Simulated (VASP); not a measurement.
# BN (Fmm2) in VASP: vibrations by perturbation theory with LDA

Aim: the vibrations by perturbation theory of BN with LDA.

All numbers are computed with VASP 6.6.1; they aren't measurements. Logs are shortened: lines on timing, memory, paths and dates and some standing lists are left out, and cuts for length are marked.

**1. The cell of the first run**

The structure is orthorhombic, space group Fmm2 (No. 42). Conventional cell: a = 2.490 Å, b = 6.554 Å, c = 4.307 Å, α = 90.00°, β = 90.00°, γ = 90.00°. B (site symmetry mm2) has 3 N at 1.44 Å within 1.9 Å. Within 1.9 Å of N (site symmetry mm2) lie 3 B at 1.44 Å.

**2. Vibrations by perturbation theory, LDA**

File INCAR:

```
  ALGO = Normal
  EDIFF = 1E-8
  ENCUT = 520
  GGA = CA
  IBRION = 8
  ISIF = 2
  ISMEAR = 0
  LASPH = T
  LCHARG = F
  LEPSILON = T
  LREAL = F
  LWAVE = F
  NELM = 80
  NSW = 1
  PREC = Accurate
  SIGMA = 0.01
```

File KPOINTS:

```
k-points
0
Gamma
  12 12 12
```

File POSCAR:

```
BN
1.0
    0.0000000000      3.2770124115      2.1533103428
    1.2451289835      0.0000000000      2.1533103428
    1.2451289835      3.2770124115      0.0000000000
B N
1 1
Direct
    0.0001258919      0.0001258919      0.9998741081
    0.6665740981      0.6665740981      0.3334259019
```

Potentials or basis: VASP PAW LDA potentials, release 64 (B, N).

Command:

```
> cat potpaw_LDA.64/B/POTCAR potpaw_LDA.64/N/POTCAR > POTCAR
> mpirun -np 1 vasp_std > vasp.out
```

OUTCAR:

```text
EDIFF = 1E-8
   ENCUT = 520
   GGA = CA
   IBRION = 8
   ISIF = 2
   ISMEAR = 0
   LASPH = T
   LEPSILON = T
   LREAL = F
   NELM = 80
   NSW = 1
   PREC = Accurate

 ion  position               nearest neighbor table
   1  0.000  0.000  1.000-   2 1.44   2 1.44   2 1.44
   2  0.667  0.667  0.333-   1 1.44   1 1.44   1 1.44

  LATTYP: Found a face centered orthorhombic cell.
 ALAT       =     2.4902579670
 B/A-ratio  =     1.7293873738
 C/A-ratio  =     2.6318658187

  Lattice vectors:

 A1 = (   0.0000000000,   3.2770124115,   2.1533103428)
 A2 = (  -1.2451289835,   3.2770124115,   0.0000000000)
 A3 = (  -1.2451289835,   0.0000000000,   2.1533103428)

Analysis of symmetry for initial positions (statically):
=====================================================================
 Subroutine PRICEL returns:
 Original cell was already a primitive cell.

 Routine SETGRP: Setting up the symmetry group for a
 face centered orthorhombic supercell.

 Subroutine GETGRP returns: Found  4 space group operations
 (whereof  4 operations were pure point group operations)
 out of a pool of  8 trial point group operations.

The static configuration has the point symmetry C_2v.

Analysis of symmetry for dynamics (positions and initial velocities):
=====================================================================
 Subroutine PRICEL returns:
 Original cell was already a primitive cell.

 Routine SETGRP: Setting up the symmetry group for a
 face centered orthorhombic supercell.

 Subroutine GETGRP returns: Found  4 space group operations
 (whereof  4 operations were pure point group operations)
 out of a pool of  8 trial point group operations.

The dynamic configuration has the point symmetry C_2v.

 Subroutine INISYM returns: Found  4 space group operations
 (whereof  4 operations are pure point group operations),
 and found     1 'primitive' translations
[... 510 lines left out ...]
   -13.63711  0.00000  0.00000
     0.00000  0.15657  0.00000
     0.00000  0.00000 13.58039

 MACROSCOPIC STATIC DIELECTRIC TENSOR (including local field effects in DFT)
 ------------------------------------------------------
           4.896652     0.000000     0.000000
           0.000000     2.738929     0.000000
           0.000000     0.000000     4.928291
 ------------------------------------------------------

 PIEZOELECTRIC TENSOR (including local field effects)  for field in x, y, z        (e  Angst)
          XX          YY          ZZ          XY          YZ          ZX
  --------------------------------------------------------------------------------
  x     0.00000     0.00000     0.00000     0.00000     0.00000    -1.25620
  y     0.00000     0.00000     0.00000     0.00000    -0.07611     0.00000
  z    -1.24657    -0.03436     1.27534     0.00000     0.00000     0.00000

 PIEZOELECTRIC TENSOR (including local field effects)  for field in x, y, z        (C/m^2)
          XX          YY          ZZ          XY          YZ          ZX
  --------------------------------------------------------------------------------
  x     0.00000     0.00000     0.00000     0.00000     0.00000    -1.14535
  y     0.00000     0.00000     0.00000     0.00000    -0.06939     0.00000
  z    -1.13657    -0.03132     1.16281     0.00000     0.00000     0.00000

 BORN EFFECTIVE CHARGES (including local field effects) (in |e|, cummulative output)
 ---------------------------------------------------------------------------------
 ion    1
    1     2.69340     0.00000     0.00000
    2     0.00000     0.72429     0.00000
    3     0.00000     0.00000     2.68848
 ion    2
    1    -2.69340     0.00000     0.00000
    2     0.00000    -0.72429     0.00000
    3     0.00000     0.00000    -2.68848

 INTERNAL STRAIN TENSOR FOR ION    2 for displacements in x,y,z  (eV/Angst):
          X           Y           Z          XY          YZ          ZX
  --------------------------------------------------------------------------------
  x     0.00000     0.00000     0.00000     0.00000     0.00000   -13.59612
  y     0.00000     0.00000     0.00000     0.00000     0.30302     0.00000
  z   -13.63711     0.15657    13.58039     0.00000     0.00000     0.00000

 SECOND DERIVATIVES (NOT SYMMETRIZED)
 ------------------------------------
               1X          1Y          1Z          2X          2Y          2Z
  1X   -43.053140    0.000000    0.000000   43.053140    0.000000    0.000000
  1Y     0.000000  -13.045491    0.000000    0.000000   13.045491    0.000000
  1Z     0.000000    0.000000  -43.020513    0.000000    0.000000   43.020513
  2X    43.059430    0.000000    0.000000  -43.059430    0.000000    0.000000
  2Y     0.000000   13.045689    0.000000    0.000000  -13.045689    0.000000
  2Z     0.000000    0.000000   43.009557    0.000000    0.000000  -43.009557

 Eigenvectors and eigenvalues of the dynamical matrix
 ----------------------------------------------------

   1 f  =   41.532243 THz   260.954781 2PiTHz 1385.366518 cm-1   171.763480 meV
             X         Y         Z           dx          dy          dz
      1.245129  3.277012  0.000542     0.751164    0.000000    0.000000
      1.245129  3.277012  2.870682    -0.660116   -0.000000    0.000000
[... 21 lines left out ...]
   6 f/i=    0.002622 THz     0.016471 2PiTHz    0.087444 cm-1     0.010842 meV
             X         Y         Z           dx          dy          dz
      1.245129  3.277012  0.000542     0.000000    0.000000   -0.660041
      1.245129  3.277012  2.870682     0.000000    0.000000   -0.751230

--------------------------------------------------------------------------------------------------------

 MACROSCOPIC STATIC DIELECTRIC TENSOR IONIC CONTRIBUTION
 ------------------------------------------------------
           1.735015     0.000000     0.000000
           0.000000     0.414099    -0.000000
           0.000000    -0.000000     1.730338
 ------------------------------------------------------

 ELASTIC MODULI CONTR FROM IONIC RELAXATION (kBar)
 Direction    XX          YY          ZZ          XY          YZ          ZX
 --------------------------------------------------------------------------------
 XX        -393.5043      4.5721    391.9892      0.0000     -0.0000      0.0000
 YY           4.5721     -0.0531     -4.5545      0.0000      0.0000      0.0000
 ZZ         391.9892     -4.5545   -390.4800      0.0000      0.0000      0.0000
 XY           0.0000      0.0000      0.0000      0.0000      0.0000      0.0000
 YZ          -0.0000      0.0000      0.0000      0.0000     -0.6146      0.0000
 ZX           0.0000      0.0000      0.0000      0.0000      0.0000   -413.4949
 --------------------------------------------------------------------------------

 PIEZOELECTRIC TENSOR IONIC CONTR  for field in x, y, z        (C/m^2)
          XX          YY          ZZ          XY          YZ          ZX
  --------------------------------------------------------------------------------
  x     0.00000     0.00000     0.00000     0.00000     0.00000     0.79700
  y    -0.00000     0.00000     0.00000     0.00000    -0.01501     0.00000
  z     0.77645    -0.00902    -0.77346     0.00000     0.00000     0.00000
```

OSZICAR:

```text
N       E                     dE             d eps       ncg     rms          rms(c)
DAV:   1     0.986417427370E+01    0.98642E+01   -0.49071E+03  4640   0.939E+02
DAV:   2    -0.210104274540E+02   -0.30875E+02   -0.29749E+02  6016   0.156E+02
DAV:   3    -0.213284101219E+02   -0.31798E+00   -0.31798E+00  5480   0.195E+01
DAV:   4    -0.213289920902E+02   -0.58197E-03   -0.58197E-03  7216   0.803E-01
[... 187 lines left out ...]
RMM:   9    -0.233160225401E+00    0.29997E-06   -0.16775E-09  8115   0.429E-05    0.915E-06
RMM:  10    -0.233160305084E+00   -0.79683E-07   -0.21324E-10  8044   0.166E-05    0.187E-06
RMM:  11    -0.233160337079E+00   -0.31995E-07    0.18735E-09  7338   0.522E-06    0.733E-07
RMM:  12    -0.233160324489E+00    0.12591E-07    0.17967E-10  5876   0.288E-06    0.138E-07
RMM:  13    -0.233160323623E+00    0.86601E-09    0.70392E-10  4616   0.239E-06    0.501E-08
 Linear response finished
```

stdout:

```text
POSCAR found type information on POSCAR B N
 POSCAR found :  2 types and       2 ions
 scaLAPACK will be used
 LDA part: xc-table for (Slater(with rela. corr.)+CA(PZ))
 , standard interpolation
 POSCAR, INCAR and KPOINTS ok, starting setup
 FFT: planning ... GRIDC
 FFT: planning ... GRID_SOFT
 FFT: planning ... GRID
[... 41 lines left out ...]
 first order change of Fermi-energy   0.10860E-02
 force on displaced ion       2 direction 1 : -43.059   0.000   0.018
 Born effective charge ion    2 direction 1 :  -2.693   0.000  -0.002
 Linear response progress:
 first order change of Fermi-energy   0.75713E-04
 force on displaced ion       2 direction 2 :   0.000 -13.046   0.002
 Born effective charge ion    2 direction 2 :   0.000  -0.724  -0.000
 Linear response progress:
 first order change of Fermi-energy   0.14305E+01
 force on displaced ion       2 direction 3 :   0.000   0.000 -43.010
 Born effective charge ion    2 direction 3 :   0.000   0.000  -2.687
 Born effective charges drift removed
 Linear response finished
```

It took 13 min on 1 thread of Intel Xeon Platinum 8259CL at 2.50GHz (Skylake/Cascade Lake), shared host; peak memory 0.33 GiB.

Results:

| Item | Value |
| --- | --- |
| Electronic dielectric tensor (diagonal) | 4.90, 2.74, 4.93 |
| Born charges (mean of the diagonal) | B +2.04; N -2.04 e |
| Highest phonon frequency at Γ, LO-TO splitting left out | 1385 cm⁻¹ |

Phonon frequencies in cm⁻¹ (negative: imaginary):
```tsv
q point	frequencies
(0.000, 0.000, 0.000)	0 0 0 763 1385 1385
```

Electronic dielectric tensor:
```
4.90 0.00 0.00
0.00 2.74 0.00
0.00 0.00 4.93
```

Born effective charge tensors (e):
atom 1, B
```
2.69 0.00 0.00
0.00 0.72 0.00
0.00 0.00 2.69
```
atom 2, N
```
-2.69  0.00  0.00
 0.00 -0.72  0.00
 0.00  0.00 -2.69
```
